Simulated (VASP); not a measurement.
Here is a VASP 6.6.1 calculation.

File INCAR:

```
ALGO = Normal
EDIFF = 1E-6
ENCUT = 520
GGA = PS
ISIF = 2
ISMEAR = 0
LASPH = T
LCHARG = T
LELF = T
LREAL = F
LVHAR = T
LWAVE = F
NBANDS = 12
NELM = 60
PREC = Accurate
SIGMA = 0.1
```

Contents of KPOINTS:

```
k-points
0
Gamma
  18 18 18
```

File POSCAR:

```
Au
1.0
    0.0000000000      2.1013663659      2.1013663659
    2.1013663659      0.0000000000      2.1013663659
    2.1013663659      2.1013663659      0.0000000000
Au
1
Direct
    0.0000000000      0.0000000000      0.0000000000
```

Potentials or basis: VASP PAW PBE potentials, release 64 (Au).

Launch:

```console
$ cat potpaw_PBE.64/Au/POTCAR > POTCAR
$ mpirun -np 1 vasp_std > vasp.out
```

(1) Predict the pressure.

## Answers

(1) -12.0 GPa.

Caveat: the PAW data sets were made with another functional, which shifts forces and pressure a little.
